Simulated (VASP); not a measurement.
# W16N (a cell with a defect) in VASP: single point with PBE

Aim: the single point of W16N (a cell with a defect) with PBE.

Program: VASP 6.6.1. These are calculated values, not measurements. Logs are shortened: lines on timing, memory, paths and dates and some standing lists are left out, and cuts for length are marked.

## 1. The cell of the first run

The cell holds a defect, 17 atoms: a = 6.320 Å, b = 6.320 Å, c = 6.320 Å, α = 90.00°, β = 90.00°, γ = 90.00°.

## 2. Single point, PBE

Input file INCAR:

```
SYSTEM = W16N
PREC     = Accurate       ! precision mode
ENCUT    = 520            ! plane-wave cutoff, eV
EDIFF    = 1E-6           ! SCF threshold, eV
ISMEAR   = 0              ! smearing method
SIGMA    = 0.15           ! smearing width, eV
LREAL    = Auto         
LASPH    = .TRUE.         ! aspherical terms in the spheres
NELM     = 80             ! most SCF steps
ALGO     = Normal         ! electronic algorithm
ISIF     = 2              ! what is computed and relaxed
LWAVE    = .FALSE.        ! write WAVECAR
LCHARG   = .FALSE.        ! write CHGCAR
GGA      = PE             ! functional
NBANDS   = 128            ! bands
```

Input file KPOINTS:

```
Automatic mesh
0
G
  3 3 3
  0 0 0
```

Input file POSCAR:

```
W16N
1.0
    6.3200000000      0.0000000000      0.0000000000
    0.0000000000      6.3200000000      0.0000000000
    0.0000000000      0.0000000000      6.3200000000
W N
16 1
Direct
   -0.0005808544     -0.0020395570      0.0069175633
    0.4994261076     -0.0459401899      0.0069262658
   -0.0005928797      0.5007313291      0.0069542722
   -0.0005522152      0.0048170886      0.5069882911
    0.2494273734      0.2493656646      0.2568838608
    0.4994229430      0.5449500000      0.0069200949
    0.4994006329     -0.0019949367      0.5069185127
    0.7494107595      0.2493441456      0.2569231013
   -0.0005659810      0.4939077532      0.5069950949
    0.2405414557      0.7492870253      0.2657662975
    0.2494620253      0.2493487342      0.7569897152
    0.4994031646      0.5006819620      0.5069378165
    0.7582811709      0.7492943038      0.2657995253
    0.7493808544      0.2493294304      0.7569696203
    0.2405943038      0.7493962025      0.7480632911
    0.7582284810      0.7494055380      0.7480363924
    0.4994397152      0.2495174051      0.0069651899
```

Potentials or basis: VASP PAW PBE potentials, release 64 (W_sv, N).

The run is started by

```
cat potpaw_PBE.64/W_sv/POTCAR potpaw_PBE.64/N/POTCAR > POTCAR
mpirun -np 1 vasp_std > vasp.out
```

OUTCAR:

```text
SYSTEM = W16N
   PREC = Accurate
   ENCUT = 520
   EDIFF = 1E-6
   ISMEAR = 0
   LREAL = Auto
   LASPH = .TRUE.
   NELM = 80
   ISIF = 2
   GGA = PE

 ion  position               nearest neighbor table
   1  0.999  0.998  0.007-  15 2.73  16 2.73  10 2.73  13 2.73  14 2.74  11 2.74   5 2.74   8 2.74
                             3 3.14   4 3.16   4 3.16   2 3.17   2 3.17   3 3.18
   2  0.499  0.954  0.007-  17 1.87   6 2.59  16 2.65  15 2.65  13 2.65  10 2.65  14 2.91  11 2.91
                             8 2.91   5 2.91   1 3.17   7 3.17   1 3.17   7 3.17
   3  0.999  0.501  0.007-  10 2.73  13 2.73  15 2.73  16 2.73   5 2.74   8 2.74  11 2.74  14 2.74
                             1 3.14   9 3.16   9 3.16   6 3.17   6 3.17   1 3.18
   4  0.999  0.005  0.507-  15 2.69  16 2.69  10 2.69  13 2.69  11 2.72  14 2.72   8 2.72   5 2.72
                             9 3.09   1 3.16   7 3.16   7 3.16   1 3.16   9 3.23
   5  0.249  0.249  0.257-  17 2.23   4 2.72   9 2.72   3 2.74  12 2.74   7 2.74   1 2.74   2 2.91
                             6 2.91  11 3.16   8 3.16   8 3.16  10 3.16  11 3.16  10 3.16
   6  0.499  0.545  0.007-  17 1.87   2 2.59  10 2.65  13 2.65  15 2.65  16 2.65  11 2.91  14 2.91
                             5 2.91   8 2.91   3 3.17  12 3.17   3 3.17  12 3.17
   7  0.499  0.998  0.507-  16 2.73  15 2.73  13 2.73  10 2.73   8 2.74  11 2.74  14 2.74   5 2.74
                            12 3.14   4 3.16   4 3.16   2 3.17   2 3.17  12 3.18
   8  0.749  0.249  0.257-  17 2.23   4 2.72   9 2.72   7 2.74   3 2.74  12 2.74   1 2.74   2 2.91
                             6 2.91  14 3.16   5 3.16   5 3.16  14 3.16  13 3.16  13 3.16
   9  0.999  0.494  0.507-  10 2.69  15 2.69  13 2.69  16 2.69  11 2.72  14 2.72   5 2.72   8 2.72
                             4 3.09   3 3.16  12 3.16  12 3.16   3 3.16   4 3.23
  10  0.241  0.749  0.266-   6 2.65   2 2.65   9 2.69   4 2.69   3 2.73  12 2.73   1 2.73   7 2.73
                            13 3.05  15 3.05   5 3.16   5 3.16  15 3.27  13 3.27
  11  0.249  0.249  0.757-  17 2.23   4 2.72   9 2.72  12 2.74   7 2.74   1 2.74   3 2.74   2 2.91
                             6 2.91   5 3.16  14 3.16  14 3.16   5 3.16  15 3.16  15 3.16
  12  0.499  0.501  0.507-  13 2.73  10 2.73  15 2.73  16 2.73  11 2.74   5 2.74   8 2.74  14 2.74
                             7 3.14   9 3.16   9 3.16   6 3.17   6 3.17   7 3.18
  13  0.758  0.749  0.266-   6 2.65   2 2.65   9 2.69   4 2.69   3 2.73  12 2.73   1 2.73   7 2.73
                            16 3.05  10 3.05   8 3.16   8 3.16  10 3.27  16 3.27
  14  0.749  0.249  0.757-  17 2.23   4 2.72   9 2.72   1 2.74   7 2.74  12 2.74   3 2.74   2 2.91
                             6 2.91  11 3.16   8 3.16   8 3.16  11 3.16  16 3.16  16 3.16
  15  0.241  0.749  0.748-   6 2.65   2 2.65   4 2.69   9 2.69   7 2.73   1 2.73  12 2.73   3 2.73
                            10 3.05  16 3.05  11 3.16  11 3.16  16 3.27  10 3.27
  16  0.758  0.749  0.748-   6 2.65   2 2.65   4 2.69   9 2.69   7 2.73   1 2.73  12 2.73   3 2.73
                            13 3.05  15 3.05  14 3.16  14 3.16  15 3.27  13 3.27
  17  0.499  0.250  0.007-   6 1.87   2 1.87   8 2.23   5 2.23  14 2.23  11 2.23

  LATTYP: Found a simple cubic cell.
 ALAT       =     6.3200000000

  Lattice vectors:

 A1 = (   6.3200000000,   0.0000000000,   0.0000000000)
 A2 = (   0.0000000000,   6.3200000000,   0.0000000000)
 A3 = (   0.0000000000,   0.0000000000,   6.3200000000)

Analysis of symmetry for initial positions (statically):
=====================================================================
 Subroutine PRICEL returns:
 Original cell was already a primitive cell.

 Routine SETGRP: Setting up the symmetry group for a
 simple cubic supercell.

 Subroutine GETGRP returns: Found  1 space group operations
 (whereof  1 operations were pure point group operations)
 out of a pool of 48 trial point group operations.

The static configuration has the point symmetry C_1 .

Analysis of symmetry for dynamics (positions and initial velocities):
=====================================================================
 Subroutine PRICEL returns:
 Original cell was already a primitive cell.

 Routine SETGRP: Setting up the symmetry group for a
 simple cubic supercell.

 Subroutine GETGRP returns: Found  1 space group operations
 (whereof  1 operations were pure point group operations)
 out of a pool of 48 trial point group operations.

The dynamic configuration has the point symmetry C_1 .

 Subroutine INISYM returns: Found  1 space group operations
 (whereof  1 operations are pure point group operations),
 and found     1 'primitive' translations

----------------------------------------------------------------------------------------

                                     Primitive cell

  volume of cell :     252.4360

  direct lattice vectors                    reciprocal lattice vectors
     6.320000000  0.000000000  0.000000000     0.158227848  0.000000000  0.000000000
     0.000000000  6.320000000  0.000000000     0.000000000  0.158227848  0.000000000
     0.000000000  0.000000000  6.320000000     0.000000000  0.000000000  0.158227848

  length of vectors
     6.320000000  6.320000000  6.320000000     0.158227848  0.158227848  0.158227848

  position of ions in fractional coordinates (direct lattice)
     0.999419146  0.997960443  0.006917563
     0.499426108  0.954059810  0.006926266
     0.999407120  0.500731329  0.006954272
     0.999447785  0.004817089  0.506988291
     0.249427373  0.249365665  0.256883861
     0.499422943  0.544950000  0.006920095
[... 9 lines left out ...]
     0.758228481  0.749405538  0.748036392
     0.499439715  0.249517405  0.006965190

  ion indices of the primitive-cell ions
   primitive index   ion index
                 1           1
                 2           2
                 3           3
                 4           4
                 5           5
                 6           6
[... 9 lines left out ...]
                16          16
                17          17

----------------------------------------------------------------------------------------

 KPOINTS: Automatic mesh

Automatic generation of k-mesh.
 Grid dimensions read from file:
 generate k-points for:    3    3    3

 Generating k-lattice:

  Cartesian coordinates                     Fractional coordinates (reciprocal lattice)
     0.052742616  0.000000000  0.000000000     0.333333333  0.000000000  0.000000000
     0.000000000  0.052742616  0.000000000     0.000000000  0.333333333  0.000000000
     0.000000000  0.000000000  0.052742616     0.000000000  0.000000000  0.333333333

  Length of vectors
     0.052742616  0.052742616  0.052742616

  Shift w.r.t. Gamma in fractional coordinates (k-lattice)
     0.000000000  0.000000000  0.000000000

 Subroutine IBZKPT returns following result:
 ===========================================

 Found     14 irreducible k-points:

 Following reciprocal coordinates:
            Coordinates               Weight
  0.000000  0.000000  0.000000      1.000000
  0.333333  0.000000  0.000000      2.000000
  0.000000  0.333333  0.000000      2.000000
  0.000000  0.000000  0.333333      2.000000
  0.333333  0.333333  0.000000      2.000000
  0.000000  0.333333  0.333333      2.000000
  0.333333  0.000000  0.333333      2.000000
 -0.333333  0.333333  0.000000      2.000000
 -0.333333  0.000000  0.333333      2.000000
  0.000000 -0.333333  0.333333      2.000000
  0.333333  0.333333  0.333333      2.000000
 -0.333333  0.333333  0.333333      2.000000
 -0.333333 -0.333333  0.333333      2.000000
  0.333333 -0.333333  0.333333      2.000000
   k-points           NKPTS =     14   k-points in BZ     NKDIM =     14   number of bands    NBANDS=    128
   number of dos      NEDOS =    301   number of ions     NIONS =     17
   total plane-waves  NPLWV = 110592
   dimension x,y,z NGX =    48 NGY =   48 NGZ =   48
   dimension x,y,z NGXF=    96 NGYF=   96 NGZF=   96
   ions per type =              16   1
   NGX,Y,Z   is equivalent  to a cutoff of  12.63, 12.63, 12.63 a.u.
   NGXF,Y,Z  is equivalent  to a cutoff of  25.25, 25.25, 25.25 a.u.
 SYSTEM =  W16N
   PREC   = accura    normal or accurate (medium, high low for compatibility)
   ISTART =      0    job   : 0-new  1-cont  2-samecut
   ICHARG =      2    charge: 1-file 2-atom 10-const
   ISPIN  =      1    spin polarized calculation?
   LNONCOLLINEAR =      F non collinear calculations
   LSORBIT =      F    spin-orbit coupling
   LASPH  =      T    aspherical Exc in radial PAW
   ENCUT  =  520.0 eV  38.22 Ry    6.18 a.u.  11.75 11.75 11.75*2*pi/ulx,y,z
   NELM   =     80;   NELMIN=  2; NELMDL= -5     # of ELM steps
   EDIFF  = 0.1E-05   stopping-criterion for ELM
   LREAL  =      T    real-space projection
   EDIFFG = 0.1E-04   stopping-criterion for IOM
   NSW    =      0    number of steps for IOM
   IBRION =     -1    ionic relax: 0-MD 1-quasi-New 2-CG
   NFREE  =      0    steps in history (QN), initial steepest desc. (CG)
   ISIF   =      2    stress and relaxation
   ISYM   =      2    0-nonsym 1-usesym 2-fastsym
   POTIM  = 0.5000    time-step for ionic-motion
   TEBEG  =    0.0;   TEEND  =   0.0 temperature during run
   PSTRESS=    0.0 pullay stress
   NELECT =     229.0000    total number of electrons
   NUPDOWN=      -1.0000    fix difference up-down
   EMIN   =  10.00;   EMAX   =-10.00  energy-range for DOS
   EFERMI =   0.00;   METHOD = LEGACY
   ISMEAR =     0;   SIGMA  =   0.15  broadening in eV -4-tet -1-fermi 0-gaus
   EFERMI_NEDOS =   21; number of points for ismear=-14 and -15
   IALGO  =     38    algorithm
   IMIX   =      4    mixing-type and parameters
     AMIX     =   0.40;   BMIX     =  1.00
     AMIX_MAG =   1.60;   BMIX_MAG =  1.00
  volume/ion in A,a.u.               =      14.85       100.21
  Fermi-wavevector in a.u.,A,eV,Ry     =   1.584782  2.994804 34.171502  2.511535
  Thomas-Fermi vector in A             =   2.684347
   LORBIT       =      0    0 simple, 1 ext, 2 COOP (PROOUT), +10 PAW based schemes
   GGA     = PE    functional components
   LHFCALC =     F    Hartree Fock is set to
   AEXX    =    0.0000 exact exchange contribution
   IVDW    =     0    specifies the selected vdW correction
   LEPSILON=     F    determine dielectric tensor
   LRPA    =     F    only Hartree local field effects (RPA)
 non-spin polarized calculation
 Gauss-broadening in eV      SIGMA  =   0.15
  energy-cutoff  :      520.00
  volume of cell :      252.44
 maximum number of plane-waves:      6859
   NGX = 23   NGY = 23   NGZ = 23

 number of electron     228.9999994 magnetization

 Free energy of the ion-electron system (eV)
  ---------------------------------------------------
  ext. energy  EPLUGINS =         0.00000000
  ---------------------------------------------------
  free energy    TOTEN  =      -213.31436627 eV

  energy without entropy =     -213.22203267  energy(sigma->0) =     -213.26819947

 E-fermi :  11.9495     XC(G=0): -13.7802

 val. band max:       11.9434455823   @ k =   0.3333   0.0000   0.3333
 cond. band min:      11.9524019428   @ k =   0.0000   0.0000   0.3333
 fundamental gap:      0.0089563605
 Fermi energy:        11.9495297788

 k-point     1 :       0.0000    0.0000    0.0000
  band No.  band energies     occupation
      1     -62.4424      2.00000
      2     -62.4091      2.00000
      3     -62.4091      2.00000
      4     -62.3997      2.00000
      5     -62.3432      2.00000
      6     -62.2736      2.00000
[... 1795 lines left out ...]
    125      13.6794      0.00000
    126      13.9233      0.00000
 [bands above 126 left out]

------------------------ aborting loop because EDIFF is reached ----------------------------------------

  FORCE on cell =-STRESS in cart. coord.  units (eV):
  Direction    XX          YY          ZZ          XY          YZ          ZX
  --------------------------------------------------------------------------------------
  -------------------------------------------------------------------------------------
  Total       21.7938462     43.1463396     21.7848500     -0.0033953     -0.0019182     -0.0052301
  in kB      138.3226276    273.8440471    138.2655293     -0.0215498     -0.0121746     -0.0331950
  external PRESSURE =     183.4774013 kB  Pullay stress =       0.0000000 kB

 VOLUME and BASIS-vectors are now :
 -----------------------------------------------------------------------------
  energy-cutoff  :      520.00
  volume of cell :      252.44
      direct lattice vectors                 reciprocal lattice vectors
     6.320000000  0.000000000  0.000000000     0.158227848  0.000000000  0.000000000
     0.000000000  6.320000000  0.000000000     0.000000000  0.158227848  0.000000000
     0.000000000  0.000000000  6.320000000     0.000000000  0.000000000  0.158227848

 POSITION                                       TOTAL-FORCE (eV/Angst)
 -----------------------------------------------------------------------------------
      6.31633      6.30711      0.04372        -0.000503      0.005068      0.004789
      3.15637      6.02966      0.04377         0.000362     -0.098003      0.006466
      6.31625      3.16462      0.04395         0.000202     -0.002560     -0.003130
      6.31651      0.03044      3.20417        -0.003280      0.013567     -0.008946
      1.57638      1.57599      1.62351        -0.020056     -0.001908      0.022915
      3.15635      3.44408      0.04373         0.002280      0.078440     -0.000298
[... 9 lines left out ...]
      4.79200      4.73624      4.72759         0.008709     -0.003057     -0.002282
      3.15646      1.57695      0.04402        -0.000564     -0.007313      0.000617
 -----------------------------------------------------------------------------------
    total drift:                                0.001808     -0.001916     -0.017987

  FREE ENERGIE OF THE ION-ELECTRON SYSTEM (eV)
  ---------------------------------------------------
  free  energy   TOTEN  =      -213.3143662694 eV

  energy  without entropy=     -213.2220326726  energy(sigma->0) =     -213.26819947
```

It took 15 min on 1 thread of Intel Xeon Platinum 8259CL at 2.50GHz (Skylake/Cascade Lake), shared host; peak memory 0.49 GiB.

Results:

```yaml
Free_energy: -213.3144 eV
Pressure: 18.3 GPa
Largest_force: 0.098 eV/Å
Band_gap_on_the_k_mesh: zero (an odd number of electrons rules out a gap without spin polarisation)
```

Forces on the atoms (eV/Å):
```
W   -0.001  0.005  0.005
W    0.000 -0.098  0.006
W    0.000 -0.003 -0.003
W   -0.003  0.014 -0.009
W   -0.020 -0.002  0.023
W    0.002  0.078  0.000
W    0.002  0.001 -0.002
W    0.020  0.000  0.020
W   -0.003 -0.017 -0.003
W   -0.005  0.012  0.009
W   -0.023  0.004 -0.023
W    0.002  0.003 -0.001
W    0.004  0.011  0.006
W    0.022  0.006 -0.021
W   -0.007 -0.003 -0.005
W    0.009 -0.003 -0.002
N   -0.001 -0.007  0.001
```

Caveat: spin-orbit coupling is left out, which moves the levels of the heavy elements.
